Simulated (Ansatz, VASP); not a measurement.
**CdAgBr3 in VASP and in Ansatz**

The input INCAR:

```
PREC = Accurate ; ENCUT = 520
EDIFF = 1E-6 ; ISMEAR = 0
SIGMA = 0.1 ; LREAL = F
LASPH = T ; NELM = 80
ALGO = Normal ; ISIF = 2
LWAVE = F ; LCHARG = F
GGA = PE ; NBANDS = 55
```

Contents of KPOINTS:

```
Automatic mesh
0
Gamma
  2 2 1
```

File POSCAR:

```
CdAgBr3
1.0
   -4.1732463886     -2.4094249258     -3.7139385444
    0.0000000000      4.8188498517     -3.7139385444
    8.3464927771     -4.8188498516     -7.4278770889
Cd Ag Br
2 2 6
Direct
    0.7170003940      0.7170003940      0.8585001970
    0.7170003940      0.7170003940      0.3585001970
    0.9911406216      0.9911406216      0.9955703108
    0.9911406216      0.9911406216      0.4955703108
    0.9513926839      0.9513926839      0.7203315283
    0.9513926839      0.9513926839      0.2203315283
    0.4406630566      0.9513926839      0.9756963419
    0.4406630566      0.9513926839      0.4756963419
    0.9513926839      0.4406630566      0.9756963419
    0.9513926839      0.4406630566      0.4756963419
```

Input for Ansatz:

```yaml
crystal:
  lattice:
    - [-4.1732463886, -2.4094249258, -3.7139385444]
    - [0.0, 4.8188498517, -3.7139385444]
    - [8.3464927771, -4.8188498516, -7.4278770889]
  atoms:
    - { symbol: Cd, position: [0.717000394, 0.717000394, 0.858500197] }
    - { symbol: Cd, position: [0.717000394, 0.717000394, 0.358500197] }
    - { symbol: Ag, position: [0.9911406216, 0.9911406216, 0.9955703108] }
    - { symbol: Ag, position: [0.9911406216, 0.9911406216, 0.4955703108] }
    - { symbol: Br, position: [0.9513926839, 0.9513926839, 0.7203315283] }
    - { symbol: Br, position: [0.9513926839, 0.9513926839, 0.2203315283] }
    - { symbol: Br, position: [0.4406630566, 0.9513926839, 0.9756963419] }
    - { symbol: Br, position: [0.4406630566, 0.9513926839, 0.4756963419] }
    - { symbol: Br, position: [0.9513926839, 0.4406630566, 0.9756963419] }
    - { symbol: Br, position: [0.9513926839, 0.4406630566, 0.4756963419] }
basis:
  ecutwfc: 420
kpoints:
  mp_grid: { grid: [2, 2, 1] }
hamiltonian:
  xc: pbe
scf:
  occupations: { method: gaussian, width: 0.1 }
  lower_state_search: "off"
output:
  forces: true
  stress: true
  eigenvalues: true
```

Alike in both runs: task single point; functional PBE; k mesh 2 × 2 × 1; occupations gaussian, width 0.1 eV; no spin polarisation.

|  | VASP | Ansatz |
| --- | --- | --- |
| version | VASP 6.6.1 | Ansatz 0.2.0 |
| potentials or method | VASP PAW PBE potentials, release 64 (Cd, Ag, Br), cutoff 520 eV | scalar-relativistic, plane waves, PAW |
| valence electrons in the cell | 88 | 120 |

|  | VASP | Ansatz | Ansatz less VASP |
| --- | --- | --- | --- |
| gap on the k mesh at the Fermi level (eV) | 1.13 | 1.13 | 0.000 |
| least direct gap on the mesh (eV) | 1.77 | 1.77 | +0.002 |
| pressure (GPa) | 0.1 | 0.0 | -0.08 |
| traceless stress, the component that is largest in VASP (GPa) | -0.07 | -0.02 | +0.053 |
| rms of the force components (eV/Å) | 0.021 | 0.007 | -0.0144 |

Atom by atom the forces differ by 0.022 eV/Å (rms over components). VASP's potentials hold 88 valence electrons a cell and Ansatz's 120, so a difference there can come from the potentials and not from the codes.

The k mesh is coarse, so the values compare programs but aren't converged.
